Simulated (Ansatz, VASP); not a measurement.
# One calculation of CuO, two programs

The input INCAR:

```
SYSTEM = CuO
PREC     = Accurate       ! precision mode
ENCUT    = 700            ! plane-wave cutoff, eV
EDIFF    = 1E-6           ! SCF threshold, eV
ISMEAR   = -1             ! smearing method
SIGMA    = 0.05           ! smearing width, eV
LREAL    = .FALSE.        ! projectors in reciprocal space
LASPH    = .TRUE.         ! aspherical terms in the spheres
NELM     = 120            ! most SCF steps
ALGO     = Normal         ! electronic algorithm
ISIF     = 2              ! what is computed and relaxed
LWAVE    = .FALSE.        ! write WAVECAR
LCHARG   = .TRUE.         ! write CHGCAR
GGA      = PS             ! functional
LELF     = .TRUE.         ! ELF
LVHAR    = .TRUE.       
NBANDS   = 46             ! bands
GGA_COMPAT= .FALSE.
```

Contents of KPOINTS:

```
Automatic mesh
0
G
  7 7 7
  0 0 0
```

The input POSCAR:

```
CuO
1.0
    4.1609370000      0.0000000000      0.0000000000
    0.0000000000      4.1609370000      0.0000000000
    0.0000000000      0.0000000000      3.8876430000
Cu O
3 3
Direct
    0.5000000000      0.0000000000      0.5000000000
    0.0000000000      0.5000000000      0.5000000000
    0.0000000000      0.0000000000      0.0000000000
    0.0000000000      0.0000000000      0.5000000000
    0.5000000000      0.0000000000      0.0000000000
    0.0000000000      0.5000000000      0.0000000000
```

The input input.yaml:

```yaml
crystal:
  lattice:
    - [4.160937, 0.0, 0.0]
    - [0.0, 4.160937, 0.0]
    - [0.0, 0.0, 3.887643]
  atoms:
    - { symbol: Cu, position: [0.5, 0.0, 0.5] }
    - { symbol: Cu, position: [0.0, 0.5, 0.5] }
    - { symbol: Cu, position: [0.0, 0.0, 0.0] }
    - { symbol: O, position: [0.0, 0.0, 0.5] }
    - { symbol: O, position: [0.5, 0.0, 0.0] }
    - { symbol: O, position: [0.0, 0.5, 0.0] }
hamiltonian:
  xc: pbesol
  pseudopotentials: { kind: paw }
kpoints:
  mp_grid: { grid: [7, 7, 7] }
  band_path:
    path:
      - [[0.0, 0.0, 0.0], [0.0, 0.5, 0.0], [0.5, 0.5, 0.0], [0.0, 0.0, 0.0], [0.0, 0.0, 0.5], [0.0, 0.5, 0.5], [0.5, 0.5, 0.5], [0.0, 0.0, 0.5]]
      - [[0.0, 0.5, 0.0], [0.0, 0.5, 0.5]]
      - [[0.5, 0.5, 0.0], [0.5, 0.5, 0.5]]
    npoints: 14
scf:
  occupations: { method: fermi_dirac, width: 0.05 }
  n_extra_bands: 15
output:
  forces: true
  stress: true
  eigenvalues: true
  fatbands: true
```

Alike in both runs: functional PBEsol; k mesh 7 × 7 × 7; occupations fermi-dirac, width 0.05 eV; no spin polarisation.

|  | VASP | Ansatz |
| --- | --- | --- |
| version | VASP 6.6.1 | Ansatz 0.2.0 |
| potentials or method | VASP PAW PBE potentials, release 64 (Cu_sv_GW, O) | Ansatz PAW |
| plane-wave cutoff (eV) | 700 | 420 |
| valence electrons in the cell | 75 | 75 |
| task | single point | band structure |

VASP gave:

| Quantity | Value |
| --- | --- |
| gap on the k mesh at the Fermi level (eV) | none |
| pressure (GPa) | -8.2 |
| traceless stress, the component that is largest in VASP (GPa) | -2.58 |

Task: What did Ansatz give for the same quantities?

Result: gap on the k mesh at the Fermi level (eV): none; pressure (GPa): -5.5; traceless stress, the component that is largest in VASP (GPa): -2.66.

VASP's potentials were made for PBE, not for PBEsol. A gap of «none» marks a metal or a gap that the smearing closes.
